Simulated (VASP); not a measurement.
Set up this calculation in VASP 6.6.1, as the native input.

* Task: relaxation of cell and atoms
* Functional: PBE
* Potentials or basis: VASP PAW PBE potentials, release 64 (Al, B, C)
* Cutoff: 600 eV
* k mesh: 18 × 18 × 4
* Occupations: gaussian, width 0.1 eV
* Spin: no spin polarisation
* Dipole correction: no
* Further INCAR settings: ALGO = Normal; EDIFF = 1e-06; IBRION = 2; EDIFFG = -0.01; NSW = 100; ISIF = 3

The structure of Al2BC3 lies in POSCAR:

```
Al2BC3
1.0
    2.6309050528      0.0000000000      0.0000000000
   -1.3154525264      2.2784306107      0.0000000000
    0.0000000000      0.0000000000     11.3382669431
Al B C
2 1 3
Direct
    0.6666666667      0.3333333333      0.1837483456
    0.6666666667      0.3333333333      0.8162516544
    0.0000000000      0.0000000000      0.0000000000
    0.0000000000      0.0000000000      0.5000000000
    0.3333333333      0.6666666667      0.0000000000
    0.3333333333      0.6666666667      0.5000000000
```

The cell was generated, and may not be a known phase.

The input as run:

INCAR

```
SYSTEM = Al2BC3
PREC = Accurate
ENCUT = 600
EDIFF = 1E-6
ISMEAR = 0
SIGMA = 0.1
LREAL = .False.
LASPH = .True.
NELM = 60
ALGO = Normal
ISIF = 3
LWAVE = .False.
LCHARG = .False.
GGA = PE
IBRION = 2
NSW = 100
EDIFFG = -0.01
```

KPOINTS

```
Automatic mesh
0
Gamma
  18 18 4
  0 0 0
```

Potentials or basis: VASP PAW PBE potentials, release 64 (Al, B, C).

Launch:

```console
$ cat potpaw_PBE.64/Al/POTCAR potpaw_PBE.64/B/POTCAR potpaw_PBE.64/C/POTCAR > POTCAR
$ mpirun -np 1 vasp_std > vasp.out
```

Results of the run:

* Relaxed volume: 11.45 Å³/atom
* Relaxed cell: a = 2.631 Å, b = 2.631 Å, c = 11.463 Å, α = 90.00°, β = 90.00°, γ = 120.00°
* Space group after relaxing (to 0.1 Å): P-6m2 (No. 187)
* Energy gained by relaxing: 1.0 meV/atom
* Ionic steps: 6
* Pressure after relaxing: -0.1 GPa
* Band gap on the k mesh: zero (an odd number of electrons rules out a gap without spin polarisation)

Run time: 3.2 min on 1 thread of Intel(R) Xeon(R) Platinum 8488C (Sapphire Rapids), on a shared host, peak memory 0.32 GiB.
